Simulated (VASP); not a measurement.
# In (P6/mmm) in VASP: further runs

The runs below take In through single point, with PBE.

Everything below comes from runs of VASP 6.6.1. Logs are shortened: lines on timing, memory, paths and dates and some standing lists are left out, and cuts for length are marked.

## 1. The cell of the first run

It takes space group P6/mmm (No. 191, hexagonal). Conventional cell: a = 8.494 Å, b = 8.494 Å, c = 3.871 Å, α = 90.00°, β = 90.00°, γ = 120.00°. In (site symmetry mm2) has 6 In at 2.80 to 3.65 Å within 3.7 Å. In (site symmetry -6m2) has 8 In at 2.86 to 3.87 Å within 3.9 Å.

The cell was generated, and may not be a known phase.

## 2. Single point, PBE

INCAR

```
SYSTEM = In
PREC = Accurate
ENCUT = 520
EDIFF = 1E-7
ISMEAR = 0
SIGMA = 0.1
LREAL = .FALSE.
LASPH = .TRUE.
NELM = 80
ALGO = Fast
ISIF = 2
LWAVE = .FALSE.
LCHARG = .FALSE.
GGA = PE
NBANDS = 62
```

KPOINTS

```
Automatic mesh
0
G
  3 3 4
  0 0 0
```

POSCAR

```
In
1.0
    8.4940681200      0.0000000000      0.0000000000
   -4.2470340600      7.3560787800      0.0000000000
    0.0000000000      0.0000000000      3.8710349200
In
8
Direct
    0.8099998000      0.1900002000      0.5000000000
    0.8099998000      0.6199996000      0.5000000000
    0.3800004000      0.1900002000      0.5000000000
    0.1900002000      0.8099998000      0.5000000000
    0.1900002000      0.3800004000      0.5000000000
    0.6199996000      0.8099998000      0.5000000000
    0.3333333300      0.6666666700      0.0000000000
    0.6666666700      0.3333333300      0.0000000000
```

Potentials or basis: VASP PAW PBE potentials, release 64 (In_d).

Started as:

```
$ cat potpaw_PBE.64/In_d/POTCAR > POTCAR
$ mpirun -np 1 vasp_std > vasp.out
```

OUTCAR:

```text
SYSTEM = In
   PREC = Accurate
   ENCUT = 520
   EDIFF = 1E-7
   ISMEAR = 0
   LREAL = .FALSE.
   LASPH = .TRUE.
   NELM = 80
   ISIF = 2
   GGA = PE

 ion  position               nearest neighbor table
   1  0.810  0.190  0.500-   5 2.80   6 2.80   8 2.86   8 2.86   3 3.65   2 3.65
   2  0.810  0.620  0.500-   4 2.80   6 2.80   8 2.86   8 2.86   1 3.65   3 3.65
   3  0.380  0.190  0.500-   5 2.80   4 2.80   8 2.86   8 2.86   1 3.65   2 3.65
   4  0.190  0.810  0.500-   2 2.80   3 2.80   7 2.86   7 2.86   6 3.65   5 3.65
   5  0.190  0.380  0.500-   1 2.80   3 2.80   7 2.86   7 2.86   4 3.65   6 3.65
   6  0.620  0.810  0.500-   2 2.80   1 2.80   7 2.86   7 2.86   4 3.65   5 3.65
   7  0.333  0.667  0.000-   4 2.86   4 2.86   6 2.86   6 2.86   5 2.86   5 2.86
   8  0.667  0.333  0.000-   1 2.86   1 2.86   3 2.86   3 2.86   2 2.86   2 2.86

  LATTYP: Found a hexagonal cell.
 ALAT       =     8.4940681200
 C/A-ratio  =     0.4557339152

  Lattice vectors:

 A1 = (   8.4940681200,   0.0000000000,   0.0000000000)
 A2 = (  -4.2470340600,   7.3560787800,   0.0000000000)
 A3 = (   0.0000000000,   0.0000000000,   3.8710349200)

Analysis of symmetry for initial positions (statically):
=====================================================================
 Subroutine PRICEL returns:
 Original cell was already a primitive cell.

 Routine SETGRP: Setting up the symmetry group for a
 hexagonal supercell.

 Subroutine GETGRP returns: Found 24 space group operations
 (whereof 24 operations were pure point group operations)
 out of a pool of 24 trial point group operations.

The static configuration has the point symmetry D_6h.

Analysis of symmetry for dynamics (positions and initial velocities):
=====================================================================
 Subroutine PRICEL returns:
 Original cell was already a primitive cell.

 Routine SETGRP: Setting up the symmetry group for a
 hexagonal supercell.

 Subroutine GETGRP returns: Found 24 space group operations
 (whereof 24 operations were pure point group operations)
 out of a pool of 24 trial point group operations.

The dynamic configuration has the point symmetry D_6h.

 Subroutine INISYM returns: Found 24 space group operations
 (whereof 24 operations are pure point group operations),
 and found     1 'primitive' translations

[... 93 lines left out ...]
   NSW    =      0    number of steps for IOM
   IBRION =     -1    ionic relax: 0-MD 1-quasi-New 2-CG
   NFREE  =      0    steps in history (QN), initial steepest desc. (CG)
   ISIF   =      2    stress and relaxation
   ISYM   =      2    0-nonsym 1-usesym 2-fastsym
   POTIM  = 0.5000    time-step for ionic-motion
   TEBEG  =    0.0;   TEEND  =   0.0 temperature during run
   PSTRESS=    0.0 pullay stress
   NELECT =     104.0000    total number of electrons
   NUPDOWN=      -1.0000    fix difference up-down
   EMIN   =  10.00;   EMAX   =-10.00  energy-range for DOS
   EFERMI =   0.00;   METHOD = LEGACY
   ISMEAR =     0;   SIGMA  =   0.10  broadening in eV -4-tet -1-fermi 0-gaus
   EFERMI_NEDOS =   21; number of points for ismear=-14 and -15
   IALGO  =     68    algorithm
   IMIX   =      4    mixing-type and parameters
     AMIX     =   0.40;   BMIX     =  1.00
     AMIX_MAG =   1.60;   BMIX_MAG =  1.00
  volume/ion in A,a.u.               =      30.23       204.03
  Fermi-wavevector in a.u.,A,eV,Ry     =   1.235633  2.335008 20.773229  1.526789
  Thomas-Fermi vector in A             =   2.370275
   LORBIT       =      0    0 simple, 1 ext, 2 COOP (PROOUT), +10 PAW based schemes
   GGA     = PE    functional components
   LHFCALC =     F    Hartree Fock is set to
   AEXX    =    0.0000 exact exchange contribution
   IVDW    =     0    specifies the selected vdW correction
   LEPSILON=     F    determine dielectric tensor
   LRPA    =     F    only Hartree local field effects (RPA)
 non-spin polarized calculation
 RMM-DIIS sequential band-by-band and
 Gauss-broadening in eV      SIGMA  =   0.10
  energy-cutoff  :      520.00
  volume of cell :      241.87
 maximum number of plane-waves:      6555
 NGX is ok and might be reduce to    64
   NGX = 31   NGY = 31   NGZ = 15

 number of electron     103.9999989 magnetization

 Free energy of the ion-electron system (eV)
  ---------------------------------------------------
  ext. energy  EPLUGINS =         0.00000000
  ---------------------------------------------------
  free energy    TOTEN  =       -18.48369520 eV

  energy without entropy =      -18.45049083  energy(sigma->0) =      -18.46709301

 E-fermi :   5.8496     XC(G=0):  -9.2839

 val. band max:        5.8280584428   @ k =   0.0000   0.0000   0.0000
 cond. band min:       5.8879123831   @ k =   0.3333   0.0000   0.0000
 fundamental gap:      0.0598539403
 Fermi energy:         5.8496480043

 k-point     1 :       0.0000    0.0000    0.0000
  band No.  band energies     occupation
      1      -9.2507      2.00000
      2      -9.2417      2.00000
      3      -9.2417      2.00000
      4      -9.1903      2.00000
      5      -9.1903      2.00000
      6      -9.1357      2.00000
[... 574 lines left out ...]
     61       8.6030      0.00000
     62       9.7431      0.00000

------------------------ aborting loop because EDIFF is reached ----------------------------------------

  FORCE on cell =-STRESS in cart. coord.  units (eV):
  Direction    XX          YY          ZZ          XY          YZ          ZX
  --------------------------------------------------------------------------------------
  -------------------------------------------------------------------------------------
  Total        9.6842290      9.6842290      5.0567641      0.0000000      0.0000000      0.0000000
  in kB       64.1484890     64.1484891     33.4960870      0.0000000      0.0000000      0.0000000
  external PRESSURE =      53.9310217 kB  Pullay stress =       0.0000000 kB

 VOLUME and BASIS-vectors are now :
 -----------------------------------------------------------------------------
  energy-cutoff  :      520.00
  volume of cell :      241.87
      direct lattice vectors                 reciprocal lattice vectors
     8.494068120  0.000000000  0.000000000     0.117729218  0.067970996  0.000000000
    -4.247034060  7.356078780  0.000000000     0.000000000  0.135941992  0.000000000
     0.000000000  0.000000000  3.871034920     0.000000000  0.000000000  0.258328850

 POSITION                                       TOTAL-FORCE (eV/Angst)
 -----------------------------------------------------------------------------------
      6.07326      1.39766      1.93552         0.150138     -0.086682      0.000000
      4.24703      4.56077      1.93552         0.000000      0.173364     -0.000000
      2.42081      1.39766      1.93552        -0.150138     -0.086682     -0.000000
     -1.82622      5.95842      1.93552        -0.150138      0.086682      0.000000
      0.00000      2.79531      1.93552         0.000000     -0.173364      0.000000
      1.82622      5.95842      1.93552         0.150138      0.086682     -0.000000
     -0.00000      4.90405      0.00000         0.000000      0.000000     -0.000000
      4.24703      2.45203      0.00000         0.000000      0.000000      0.000000
 -----------------------------------------------------------------------------------
    total drift:                               -0.000000      0.000000     -0.000000

  FREE ENERGIE OF THE ION-ELECTRON SYSTEM (eV)
  ---------------------------------------------------
  free  energy   TOTEN  =       -18.4836951964 eV

  energy  without entropy=      -18.4504908319  energy(sigma->0) =      -18.46709301
```

OSZICAR:

```text
N       E                     dE             d eps       ncg     rms          rms(c)
DAV:   1     0.116289246387E+04    0.11629E+04   -0.49230E+04  1122   0.227E+03
DAV:   2     0.139859396594E+03   -0.10230E+04   -0.10088E+04  1116   0.585E+02
DAV:   3    -0.929101541811E+01   -0.14915E+03   -0.14634E+03  1160   0.234E+02
DAV:   4    -0.184427823129E+02   -0.91518E+01   -0.90327E+01  1280   0.646E+01
[... 17 lines left out ...]
RMM:  22    -0.184836958430E+02    0.59070E-06   -0.78945E-07  1210   0.502E-03    0.155E-02
RMM:  23    -0.184836955537E+02    0.28931E-06   -0.18689E-07   700   0.275E-03    0.107E-02
RMM:  24    -0.184836953254E+02    0.22832E-06   -0.11837E-07   657   0.255E-03    0.327E-03
RMM:  25    -0.184836951193E+02    0.20605E-06   -0.65429E-08   639   0.166E-03    0.263E-03
RMM:  26    -0.184836951964E+02   -0.77058E-07   -0.47894E-08   646   0.138E-03
   1 F= -.18483695E+02 E0= -.18467093E+02  d E =-.332044E-01
```

Run time: 8.6 min. Hardware: 1 thread of Intel Xeon 8259CL, shared host; peak memory 0.39 GiB.

Results:

| Item | Value |
| --- | --- |
| Free energy | -18.4837 eV |
| Pressure | 5.4 GPa |
| Largest force | 0.173 eV/Å |
| Band gap on the k mesh | zero (bands 52 and 53 overlap by 2.89 eV) |

Forces in eV/Å, atoms in the order of the input:
```
In   0.150 -0.087  0.000
In   0.000  0.173  0.000
In  -0.150 -0.087  0.000
In  -0.150  0.087  0.000
In   0.000 -0.173  0.000
In   0.150  0.087  0.000
In   0.000  0.000  0.000
In   0.000  0.000  0.000
```

Caveat: the k points lie up to 0.41 Å⁻¹ apart, too coarse for converged energies and pressures of a metal; spin-orbit coupling is left out, which moves the levels of the heavy elements.

## 3. Single point, PBE

This run uses another cell than the first one, of 34.08 Å³/atom.

INCAR

```
ALGO = Fast
EDIFF = 1E-6
ENCUT = 520
GGA = PE
ISIF = 2
ISMEAR = 0
LASPH = T
LCHARG = T
LELF = T
LREAL = F
LVHAR = T
LWAVE = F
NBANDS = 62
NELM = 60
PREC = Accurate
SIGMA = 0.1
```

KPOINTS

```
k-points
0
Gamma
  3 3 4
```

POSCAR

```
In
1.0
    9.1919598925      0.0000000000      0.0000000000
   -4.5959799462      7.9604707774      0.0000000000
    0.0000000000      0.0000000000      3.7263278204
In
8
Direct
    0.8142846180      0.1857153820      0.5000000000
    0.8142846180      0.6285692360      0.5000000000
    0.3714307640      0.1857153820      0.5000000000
    0.1857153820      0.8142846180      0.5000000000
    0.1857153820      0.3714307640      0.5000000000
    0.6285692360      0.8142846180      0.5000000000
    0.3333333333      0.6666666667      0.0000000000
    0.6666666667      0.3333333333      0.0000000000
```

Potentials or basis: VASP PAW PBE potentials, release 64 (In_d).

Started as:

```
$ cat potpaw_PBE.64/In_d/POTCAR > POTCAR
$ mpirun -np 1 vasp_std > vasp.out
```

It took 7.4 min on 1 thread of Intel Xeon 8259CL, shared host; peak memory 0.4 GiB.

Results (log left out):

* Free energy: -19.1394 eV
* Pressure: 0.0 GPa
* Largest force: 0.021 eV/Å
* Band gap on the k mesh: zero (bands 52 and 53 overlap by 1.89 eV)

Forces on the atoms (eV/Å):
```
In  -0.018  0.011  0.000
In   0.000 -0.021  0.000
In   0.018  0.011  0.000
In   0.018 -0.011  0.000
In   0.000  0.021  0.000
In  -0.018 -0.011  0.000
In   0.000  0.000  0.000
In   0.000  0.000  0.000
```

Stress tensor (GPa, compression positive):
```
 0.09  0.00  0.00
 0.00  0.09  0.00
 0.00  0.00 -0.04
```

Levels at points of the mesh, in eV from the Fermi level:
| k point | band 49 | band 50 | band 51 | band 52 | band 53 | band 54 | band 55 | band 56 |
| --- | --- | --- | --- | --- | --- | --- | --- | --- |
| (0.00, 0.00, 0.00) | -0.59 | -0.33 | 0.87 | 0.89 | 0.89 | 1.47 | 1.47 | 2.27 |
| (0.00, 0.00, 0.50) | -2.07 | -1.50 | -1.50 | -1.00 | -1.00 | 0.33 | 0.90 | 2.06 |

Caveat: the k points lie up to 0.42 Å⁻¹ apart, too coarse for converged energies and pressures of a metal; spin-orbit coupling is left out, which moves the levels of the heavy elements.

## 4. Single point, PBE

This run uses another cell than the first one, of 33.34 Å³/atom.

INCAR

```
SYSTEM = In
  PREC = Accurate
  ENCUT = 520
  EDIFF = 1E-7
  ISMEAR = 0
  SIGMA = 0.1
  LREAL = .FALSE.
  LASPH = .TRUE.
  NELM = 60
  ALGO = Fast
  ISIF = 2
  LWAVE = .FALSE.
  LCHARG = .FALSE.
  GGA = PE
  NBANDS = 62
```

KPOINTS

```
Automatic mesh
0
G
  3 3 6
  0 0 0
```

POSCAR

```
In
1.0
    9.6412776546      0.0000000000      0.0000000000
   -4.8206388273      8.3495913738      0.0000000000
    0.0000000000      0.0000000000      3.3132288588
In
8
Direct
    0.8217200802      0.1782799198      0.5000000000
    0.8217200802      0.6434401603      0.5000000000
    0.3565598397      0.1782799198      0.5000000000
    0.1782799198      0.8217200802      0.5000000000
    0.1782799198      0.3565598397      0.5000000000
    0.6434401603      0.8217200802      0.5000000000
    0.3333333333      0.6666666667      0.0000000000
    0.6666666667      0.3333333333      0.0000000000
```

Started as:

```
$ cat potpaw_PBE.64/In_d/POTCAR > POTCAR
$ mpirun -np 1 vasp_std > vasp.out
```

Wall time 9.9 min (1 thread of Intel Xeon 8259CL, shared host); peak memory 0.44 GiB.

Results (log left out):

| Property | Result |
| --- | --- |
| Free energy | -19.6088 eV |
| Pressure | -0.1 GPa |
| Largest force | 0.008 eV/Å |
| Band gap on the k mesh | zero (bands 52 and 53 overlap by 1.54 eV) |

Forces on the atoms (eV/Å):
```
In  -0.007  0.004  0.000
In   0.000 -0.008  0.000
In   0.007  0.004  0.000
In   0.007 -0.004  0.000
In   0.000  0.008  0.000
In  -0.007 -0.004  0.000
In   0.000  0.000  0.000
In   0.000  0.000  0.000
```

Levels at points of the mesh, in eV from the Fermi level:
| k point | band 49 | band 50 | band 51 | band 52 | band 53 | band 54 | band 55 | band 56 |
| --- | --- | --- | --- | --- | --- | --- | --- | --- |
| (0.00, 0.00, 0.00) | -1.24 | -1.04 | -0.51 | 0.13 | 0.13 | 0.67 | 0.67 | 1.49 |
| (0.00, 0.00, 0.50) | -1.86 | -1.80 | -1.80 | -1.03 | -1.03 | -0.24 | 1.03 | 2.21 |

Caveat: spin-orbit coupling is left out, which moves the levels of the heavy elements.

## 5. Summary

```csv
cell,k mesh,further INCAR settings,gap on the mesh (eV),pressure (GPa),largest force (eV/Å)
"a = 8.494, b = 8.494, c = 3.871 Å, angles 90.0, 90.0, 120.0°, 8 atoms, atomic positions A",3 × 3 × 4,ALGO = Fast; EDIFF = 1e-07; NBANDS = 62,none,5.4,0.17
"a = 9.192, b = 9.192, c = 3.726 Å, angles 90.0, 90.0, 120.0°, 8 atoms, atomic positions B",3 × 3 × 4,ALGO = Fast; EDIFF = 1e-06; NBANDS = 62,none,0.0,0.02
"a = 9.641, b = 9.641, c = 3.313 Å, angles 90.0, 90.0, 120.0°, 8 atoms, atomic positions C",3 × 3 × 6,ALGO = Fast; EDIFF = 1e-07; NBANDS = 62,none,-0.1,0.01
```

Alike in all rows: task single point; level PBE; potentials or basis VASP PAW PBE potentials, release 64 (In_d); no spin polarisation; cutoff (eV) 520; smearing gaussian 0.1 eV.

Caveats: some runs use coarse meshes; spin-orbit coupling is left out, which moves the levels of the heavy elements.

Absolute energies hang on the potentials; compare differences alone.

The gap in the log of VASP goes by the Fermi energy; the results here count the filled bands.